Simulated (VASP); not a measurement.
Crystal: FePt.

```
Fe Pt
1.0
     3.05928    0.00000    0.00000
     0.00000    3.05928    0.00000
     0.00000    0.00000    3.05928
Fe Pt
1 1
Direct
  0.00000 0.00000 0.00000
  0.50000 0.50000 0.50000
```

| Quantity | Value |
| --- | --- |
| Program | VASP 6.6.1 |
| Task | relaxation of cell and atoms |
| Functional | PBE |
| Potentials or basis | VASP PAW PBE potentials, release 64 (Fe, Pt) |
| Cutoff | 600 eV |
| k mesh | 14 × 14 × 14 |
| Occupations | gaussian, width 0.1 eV |
| Spin | no spin polarisation |

At the start: pressure -14.9 GPa; volume 14.32 Å³/atom.

How do energy, volume and symmetry change on relaxing?

Over 7 steps the energy falls by 51.2 meV/atom and the volume is 13.29 Å³/atom (-7.1 %); space group Pm-3m (No. 221, to 0.05 Å).

Step by step:
```csv
step,energy change (eV),largest force (eV/Å),pressure (GPa),volume (Å³)
1,0.0000,0.0000,-14.86,28.63
2,0.2502,0.0000,41.21,23.48
3,-0.1022,0.0000,-0.66,26.66
4,-0.1024,0.0000,-0.15,26.60
5,-0.1024,0.0000,0.46,26.56
6,-0.1021,0.0000,-0.86,26.68
7,-0.1024,0.0000,0.02,26.59
```

Final structure:
```yaml
crystal:
  lattice:
    - [2.98470, 0.00000, 0.00000]
    - [0.00000, 2.98470, 0.00000]
    - [0.00000, 0.00000, 2.98470]
  atoms:
    - { symbol: Fe, position: [0.00000, 0.00000, 0.00000] }
    - { symbol: Pt, position: [0.50000, 0.50000, 0.50000] }
```
